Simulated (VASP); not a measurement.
# ZnPtC6N6 (Fm-3m) in VASP: electric field gradients with PBEsol

Aim: the electric field gradients of ZnPtC6N6 with PBEsol.

Everything below comes from runs of VASP 6.6.1. Logs are shortened: lines on timing, memory, paths and dates and some standing lists are left out, and cuts for length are marked.

### Step 1. The cell of the first run

Symmetry: Fm-3m, No. 225, cubic system. Conventional cell: a = 10.519 Å, b = 10.519 Å, c = 10.519 Å, α = 90.00°, β = 90.00°, γ = 90.00°. Zn (site symmetry m-3m) has 6 N at 2.10 Å within 2.8 Å. Pt (site symmetry m-3m) has 6 C at 2.00 Å within 2.7 Å. Within 1.6 Å of C (site symmetry 4mm) lie 1 N at 1.16 Å. N (site symmetry 4mm) has 1 C at 1.16 Å within 1.6 Å.

### Step 2. Electric field gradients, PBEsol

INCAR

```
ALGO = Normal
EDIFF = 1E-8
ENCUT = 520
GGA = PS
ISIF = 2
ISMEAR = -1
LASPH = True
LCHARG = False
LEFG = True
LREAL = False
LWAVE = False
NBANDS = 51
NELM = 60
PREC = Accurate
SIGMA = 0.05
```

KPOINTS

```
k-points
0
Gamma
  6 6 6
```

POSCAR

```
ZnPtC6N6
1.0
    0.0000000000      5.2593000000      5.2593000000
    5.2593000000      0.0000000000      5.2593000000
    5.2593000000      5.2593000000      0.0000000000
Zn Pt C N
1 1 6 6
Direct
    0.5000000000      0.5000000000      0.5000000000
    0.0000000000      0.0000000000      0.0000000000
    0.1902532872      0.1902532872      0.8097467128
    0.8097467128      0.8097467128      0.1902532872
    0.8097467128      0.1902532872      0.1902532872
    0.1902532872      0.8097467128      0.8097467128
    0.1902532872      0.8097467128      0.1902532872
    0.8097467128      0.1902532872      0.8097467128
    0.3001421816      0.3001421816      0.6998578184
    0.6998578184      0.6998578184      0.3001421816
    0.6998578184      0.3001421816      0.3001421816
    0.3001421816      0.6998578184      0.6998578184
    0.3001421816      0.6998578184      0.3001421816
    0.6998578184      0.3001421816      0.6998578184
```

Potentials or basis: VASP PAW PBE potentials, release 64 (Zn, Pt, C, N).

The run is started by

```sh
$ cat potpaw_PBE.64/Zn/POTCAR potpaw_PBE.64/Pt/POTCAR potpaw_PBE.64/C/POTCAR potpaw_PBE.64/N/POTCAR > POTCAR
$ mpirun -np 1 vasp_std > vasp.out
```

OUTCAR:

```text
EDIFF = 1E-8
   ENCUT = 520
   GGA = PS
   ISIF = 2
   ISMEAR = -1
   LASPH = True
   LREAL = False
   NELM = 60
   PREC = Accurate

 ion  position               nearest neighbor table
   1  0.500  0.500  0.500-   9 2.10  10 2.10  11 2.10  12 2.10  13 2.10  14 2.10
   2  0.000  0.000  0.000-   3 2.00   4 2.00   5 2.00   6 2.00   7 2.00   8 2.00
   3  0.190  0.190  0.810-   9 1.16   2 2.00
   4  0.810  0.810  0.190-  10 1.16   2 2.00
   5  0.810  0.190  0.190-  11 1.16   2 2.00
   6  0.190  0.810  0.810-  12 1.16   2 2.00
   7  0.190  0.810  0.190-  13 1.16   2 2.00
   8  0.810  0.190  0.810-  14 1.16   2 2.00
   9  0.300  0.300  0.700-   3 1.16   1 2.10
  10  0.700  0.700  0.300-   4 1.16   1 2.10
  11  0.700  0.300  0.300-   5 1.16   1 2.10
  12  0.300  0.700  0.700-   6 1.16   1 2.10
  13  0.300  0.700  0.300-   7 1.16   1 2.10
  14  0.700  0.300  0.700-   8 1.16   1 2.10

  LATTYP: Found a face centered cubic cell.
 ALAT       =    10.5186000000

  Lattice vectors:

 A1 = (   0.0000000000,   5.2593000000,   5.2593000000)
 A2 = (   5.2593000000,   0.0000000000,   5.2593000000)
 A3 = (   5.2593000000,   5.2593000000,   0.0000000000)

Analysis of symmetry for initial positions (statically):
=====================================================================
 Subroutine PRICEL returns:
 Original cell was already a primitive cell.

 Routine SETGRP: Setting up the symmetry group for a
 face centered cubic supercell.

 Subroutine GETGRP returns: Found 48 space group operations
 (whereof 48 operations were pure point group operations)
 out of a pool of 48 trial point group operations.

The static configuration has the point symmetry O_h .

Analysis of symmetry for dynamics (positions and initial velocities):
=====================================================================
 Subroutine PRICEL returns:
 Original cell was already a primitive cell.

 Routine SETGRP: Setting up the symmetry group for a
 face centered cubic supercell.

 Subroutine GETGRP returns: Found 48 space group operations
 (whereof 48 operations were pure point group operations)
 out of a pool of 48 trial point group operations.

The dynamic configuration has the point symmetry O_h .

 Subroutine INISYM returns: Found 48 space group operations
 (whereof 48 operations are pure point group operations),
 and found     1 'primitive' translations

----------------------------------------------------------------------------------------

                                     Primitive cell

  volume of cell :     290.9470

  direct lattice vectors                    reciprocal lattice vectors
     0.000000000  5.259300000  5.259300000    -0.095069686  0.095069686  0.095069686
     5.259300000  0.000000000  5.259300000     0.095069686 -0.095069686  0.095069686
     5.259300000  5.259300000  0.000000000     0.095069686  0.095069686 -0.095069686

  length of vectors
     7.437773389  7.437773389  7.437773389     0.164665527  0.164665527  0.164665527

  position of ions in fractional coordinates (direct lattice)
     0.500000000  0.500000000  0.500000000
     0.000000000  0.000000000  0.000000000
     0.190253287  0.190253287  0.809746713
     0.809746713  0.809746713  0.190253287
     0.809746713  0.190253287  0.190253287
     0.190253287  0.809746713  0.809746713
     0.190253287  0.809746713  0.190253287
     0.809746713  0.190253287  0.809746713
     0.300142182  0.300142182  0.699857818
     0.699857818  0.699857818  0.300142182
     0.699857818  0.300142182  0.300142182
     0.300142182  0.699857818  0.699857818
     0.300142182  0.699857818  0.300142182
     0.699857818  0.300142182  0.699857818

  ion indices of the primitive-cell ions
   primitive index   ion index
                 1           1
                 2           2
                 3           3
                 4           4
[... 102 lines left out ...]
   LEPSILON=     F    determine dielectric tensor
   LRPA    =     F    only Hartree local field effects (RPA)
 non-spin polarized calculation
  energy-cutoff  :      520.00
  volume of cell :      290.95
 maximum number of plane-waves:      7880
   NGX = 27   NGY = 27   NGZ = 27

 number of electron      76.0000000 magnetization

 Free energy of the ion-electron system (eV)
  ---------------------------------------------------
  ext. energy  EPLUGINS =         0.00000000
  ---------------------------------------------------
  free energy    TOTEN  =      -112.89585221 eV

  energy without entropy =     -112.89585221  energy(sigma->0) =     -112.89585221

 E-fermi :  -2.1181     XC(G=0):  -6.8100

 val. band max:       -3.3183361244   @ k =   0.5000   0.0000   0.0000
 cond. band min:       1.6395942842   @ k =   0.5000   0.5000   0.0000
 fundamental gap:      4.9579304086
 Fermi energy:        -2.1180632085

 k-point     1 :       0.0000    0.0000    0.0000
  band No.  band energies     occupation
      1     -19.1878      2.00000
      2     -18.9567      2.00000
      3     -18.9566      2.00000
      4     -18.9566      2.00000
      5     -18.8975      2.00000
      6     -18.8975      2.00000
[... 837 lines left out ...]
     49       3.8266      0.00000
     50       4.1149      0.00000
 [bands above 50 left out]

------------------------ aborting loop because EDIFF is reached ----------------------------------------

  FORCE on cell =-STRESS in cart. coord.  units (eV):
  Direction    XX          YY          ZZ          XY          YZ          ZX
  --------------------------------------------------------------------------------------
  -------------------------------------------------------------------------------------
  Total        1.7930965      1.7930965      1.7930965      0.0000000      0.0000000     -0.0000000
  in kB        9.8741659      9.8741659      9.8741659      0.0000000      0.0000000     -0.0000000
  external PRESSURE =       9.8741659 kB  Pullay stress =       0.0000000 kB

 VOLUME and BASIS-vectors are now :
 -----------------------------------------------------------------------------
  energy-cutoff  :      520.00
  volume of cell :      290.95
      direct lattice vectors                 reciprocal lattice vectors
     0.000000000  5.259300000  5.259300000    -0.095069686  0.095069686  0.095069686
     5.259300000  0.000000000  5.259300000     0.095069686 -0.095069686  0.095069686
     5.259300000  5.259300000  0.000000000     0.095069686  0.095069686 -0.095069686

 POSITION                                       TOTAL-FORCE (eV/Angst)
 -----------------------------------------------------------------------------------
      5.25930      5.25930      5.25930        -0.000000     -0.000000      0.000000
      0.00000      0.00000      0.00000        -0.000000     -0.000000      0.000000
      5.25930      5.25930      2.00120        -0.000000     -0.000000     -0.717287
      5.25930      5.25930      8.51740        -0.000000     -0.000000      0.717287
      2.00120      5.25930      5.25930        -0.717287     -0.000000      0.000000
      8.51740      5.25930      5.25930         0.717287     -0.000000      0.000000
      5.25930      2.00120      5.25930        -0.000000     -0.717287      0.000000
      5.25930      8.51740      5.25930        -0.000000      0.717287      0.000000
      5.25930      5.25930      3.15708        -0.000000     -0.000000      0.596795
      5.25930      5.25930      7.36152        -0.000000     -0.000000     -0.596795
      3.15708      5.25930      5.25930         0.596795     -0.000000      0.000000
      7.36152      5.25930      5.25930        -0.596795     -0.000000      0.000000
      5.25930      3.15708      5.25930        -0.000000      0.596795      0.000000
      5.25930      7.36152      5.25930        -0.000000     -0.596795      0.000000
 -----------------------------------------------------------------------------------
    total drift:                                0.000000      0.000000      0.000000

  FREE ENERGIE OF THE ION-ELECTRON SYSTEM (eV)
  ---------------------------------------------------
  free  energy   TOTEN  =      -112.8958522087 eV

  energy  without entropy=     -112.8958522086  energy(sigma->0) =     -112.89585221

 Electric field gradients (V/A^2)
---------------------------------------------------------------------
 ion       V_xx      V_yy      V_zz      V_xy      V_xz      V_yz
---------------------------------------------------------------------
   1       0.000     0.000    -0.000     0.004     0.004     0.004
   2      -0.000    -0.000     0.000     0.000     0.000     0.000
   3      24.964    24.964   -49.928    -0.000     0.000     0.000
   4      24.964    24.964   -49.928    -0.000     0.000     0.000
   5     -49.928    24.964    24.964     0.000     0.000    -0.000
   6     -49.928    24.964    24.964     0.000     0.000    -0.000
   7      24.964   -49.928    24.964     0.000    -0.000     0.000
   8      24.964   -49.928    24.964     0.000    -0.000     0.000
   9      34.762    34.762   -69.525    -0.000     0.000     0.000
  10      34.762    34.762   -69.525    -0.000     0.000     0.000
  11     -69.525    34.762    34.762     0.000     0.000    -0.000
  12     -69.525    34.762    34.762     0.000     0.000    -0.000
  13      34.762   -69.525    34.762     0.000    -0.000     0.000
  14      34.762   -69.525    34.762     0.000    -0.000     0.000
---------------------------------------------------------------------

 Electric field gradients after diagonalization (V/A^2)
 (convention: |V_zz| > |V_xx| > |V_yy|)
----------------------------------------------------------------------
 ion       V_xx      V_yy      V_zz     asymmetry (V_yy - V_xx)/ V_zz
----------------------------------------------------------------------
   1      -0.004    -0.004     0.009       0.000
   2      -0.000    -0.000     0.000       0.000
   3      24.964    24.964   -49.928       0.000
   4      24.964    24.964   -49.928       0.000
   5      24.964    24.964   -49.928       0.000
   6      24.964    24.964   -49.928       0.000
   7      24.964    24.964   -49.928       0.000
   8      24.964    24.964   -49.928       0.000
   9      34.762    34.762   -69.525       0.000
  10      34.762    34.762   -69.525       0.000
  11      34.762    34.762   -69.525       0.000
  12      34.762    34.762   -69.525       0.000
  13      34.762    34.762   -69.525       0.000
  14      34.762    34.762   -69.525       0.000
----------------------------------------------------------------------

           NMR quadrupolar parameters

 Cq : quadrupolar parameter    Cq=e*Q*V_zz/h
 eta: asymmetry parameters     (V_yy - V_xx)/ V_zz
 Q  : nuclear electric quadrupole moment in mb (millibarn)
----------------------------------------------------------------------
 ion       Cq(MHz)       eta       Q (mb)
----------------------------------------------------------------------
   1       0.000       0.000       1.000
   2       0.000       0.000       1.000
   3      -0.121       0.000       1.000
   4      -0.121       0.000       1.000
   5      -0.121       0.000       1.000
   6      -0.121       0.000       1.000
   7      -0.121       0.000       1.000
   8      -0.121       0.000       1.000
   9      -0.168       0.000       1.000
  10      -0.168       0.000       1.000
  11      -0.168       0.000       1.000
  12      -0.168       0.000       1.000
  13      -0.168       0.000       1.000
  14      -0.168       0.000       1.000
----------------------------------------------------------------------
```

It took 22 min on 1 thread of AMD EPYC, shared host; peak memory 0.55 GiB.

What came out:

- Free energy: -112.8959 eV
- Pressure: 1.0 GPa
- Largest force: 0.717 eV/Å
- Band gap on the k mesh: 4.96 eV (least direct gap 5.11 eV)
- Largest electric field gradient by atom: Zn +0.0; Pt -0.0; C -49.9; N -69.5 V/Å²

Forces in eV/Å, atoms in the order of the input:
```
Zn   0.000  0.000  0.000
Pt   0.000  0.000  0.000
C    0.000  0.000 -0.717
C    0.000  0.000  0.717
C   -0.717  0.000  0.000
C    0.717  0.000  0.000
C    0.000 -0.717  0.000
C    0.000  0.717  0.000
N    0.000  0.000  0.597
N    0.000  0.000 -0.597
N    0.597  0.000  0.000
N   -0.597  0.000  0.000
N    0.000  0.597  0.000
N    0.000 -0.597  0.000
```

Electric field gradients, principal values (V/Å²):
| atom | least | middle | greatest (by size) |
| --- | --- | --- | --- |
| 1 Zn | -0.004 | -0.004 | 0.009 |
| 2 Pt | 0.000 | 0.000 | 0.000 |
| 3 C | 24.964 | 24.964 | -49.928 |
| 4 C | 24.964 | 24.964 | -49.928 |
| 5 C | 24.964 | 24.964 | -49.928 |
| 6 C | 24.964 | 24.964 | -49.928 |
| 7 C | 24.964 | 24.964 | -49.928 |
| 8 C | 24.964 | 24.964 | -49.928 |
| 9 N | 34.762 | 34.762 | -69.525 |
| 10 N | 34.762 | 34.762 | -69.525 |
| 11 N | 34.762 | 34.762 | -69.525 |
| 12 N | 34.762 | 34.762 | -69.525 |
| 13 N | 34.762 | 34.762 | -69.525 |
| 14 N | 34.762 | 34.762 | -69.525 |

Caveat: without QUAD_EFG the Cq values of the log hold for a quadrupole moment of 1 mb, not for the nuclei; the PAW data sets were made with another functional, which shifts forces and pressure a little; spin-orbit coupling is left out, which moves the levels of the heavy elements. A k mesh can miss the band edges.
